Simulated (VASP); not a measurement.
Write the native input for VASP 6.6.1 that does the following.

| Property | Result |
| --- | --- |
| Task | single point |
| Functional | PBE |
| Potentials or basis | VASP PAW PBE potentials, release 64 (Cu, I) |
| Cutoff | 600 eV |
| k mesh | 8 × 8 × 8 |
| Occupations | gaussian, width 0.02 eV |
| Spin | no spin polarisation |
| Dipole correction | no |
| Further INCAR settings | ALGO = Normal; EDIFF = 1e-06; NBANDS = 16 |

The structure of CuI lies in POSCAR:

```
CuI
1.0
    0.0000000000      3.0387598674      3.0387598674
    3.0387598674      0.0000000000      3.0387598674
    3.0387598674      3.0387598674      0.0000000000
Cu I
1 1
Direct
    0.0000000000      0.0000000000      0.0000000000
    0.2500000000      0.2500000000      0.2500000000
```

These files were run (other wordings do the same):

INCAR

```
ALGO = Normal ; EDIFF = 1E-6
ENCUT = 600 ; GGA = PE
GGA_COMPAT = False ; ISIF = 2
ISMEAR = 0 ; LASPH = True
LCHARG = False ; LREAL = False
LWAVE = False ; NBANDS = 16
NELM = 120 ; PREC = Accurate
SIGMA = 0.02
```

KPOINTS

```
k-points
0
Gamma
  8 8 8
```

Potentials or basis: VASP PAW PBE potentials, release 64 (Cu, I).

Launch:

```bash
$ cat potpaw_PBE.64/Cu/POTCAR potpaw_PBE.64/I/POTCAR > POTCAR
$ mpirun -np 1 vasp_std > vasp.out
```

It gave:

- Pressure: 0.0 GPa
- Band gap on the k mesh: 1.12 eV

Caveat: spin-orbit coupling is left out, which moves the levels of the heavy elements.

Wall time 39 s on 1 thread of AMD EPYC 7R43 64-Core Processor (Zen 3), with other jobs on the host, peak memory 0.18 GiB.
